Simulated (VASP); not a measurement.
A run of VASP 6.6.1:

File INCAR:

```
ALGO     = Normal         # electronic algorithm
EDIFF    = 1E-7           # SCF threshold, eV
ENCUT    = 520            # plane-wave cutoff, eV
GGA      = PS             # functional
ISIF     = 2              # what is computed and relaxed
ISMEAR   = -1             # smearing method
LASPH    = True           # aspherical terms in the spheres
LCHARG   = False          # write CHGCAR
LREAL    = False          # projectors in reciprocal space
LWAVE    = False          # write WAVECAR
NBANDS   = 10             # bands
NELM     = 60             # most SCF steps
PREC     = Accurate       # precision mode
SIGMA    = 0.1            # smearing width, eV
```

The input KPOINTS:

```
k-points
0
Gamma
  17 17 17
```

File POSCAR:

```
Na
1.0
   -2.1122259525      2.1122259525      2.1122259525
    2.1122259525     -2.1122259525      2.1122259525
    2.1122259525      2.1122259525     -2.1122259525
Na
1
Direct
    0.0000000000      0.0000000000      0.0000000000
```

Potentials or basis: VASP PAW PBE potentials, release 64 (Na_pv).

Command:

```console
$ cat potpaw_PBE.64/Na_pv/POTCAR > POTCAR
$ mpirun -np 1 vasp_std > vasp.out
```

Hardware: 1 thread of Intel(R) Xeon(R) Platinum 8488C (Sapphire Rapids), on a shared host.

Task: How long does it take, and how much memory?

Result: Run time: 36 s on 1 thread of Intel(R) Xeon(R) Platinum 8488C (Sapphire Rapids) (shared host), peak memory 0.18 GiB. Counts: scf iterations 10, k points 165.
